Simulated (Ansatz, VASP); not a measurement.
# One calculation of Ta, two programs

```xyz
1
Lattice="-1.7338 1.7338 1.6100 1.7338 -1.7338 1.6100 1.7338 1.7338 -1.6100" Properties=species:S:1:pos:R:3 pbc="T T T"
Ta    0.0000    0.0000    0.0000
```

Change from the starting cell: strain +0.050 along x and y, -0.025 along z, atoms carried along.

Alike in both runs: task single point; functional PBEsol; k mesh 20 × 20 × 20; occupations gaussian, width 0.15 eV; no spin polarisation.

```csv
,VASP,Ansatz
version,VASP 6.6.1,Ansatz 0.2.0
potentials or method,"VASP PAW PBE potentials, release 64 (Ta_pv), cutoff 520 eV","scalar-relativistic, plane waves, PAW"
valence electrons in the cell,11,13
```

|  | VASP | Ansatz | Ansatz less VASP |
| --- | --- | --- | --- |
| gap on the k mesh at the Fermi level (eV) | none | none | - |
| pressure (GPa) | -15.4 | -15.5 | -0.05 |
| traceless stress, the component that is largest in VASP (GPa) | 3.47 | 3.48 | +0.014 |

VASP's potentials were made for PBE, not for PBEsol. A gap of «none» marks a metal or a gap that the smearing closes. With one functional, cell and mesh, what is left measures potentials, basis and numerics. VASP's potentials hold 11 valence electrons a cell and Ansatz's 13, so a difference there can come from the potentials and not from the codes.

Spin-orbit coupling is off throughout.
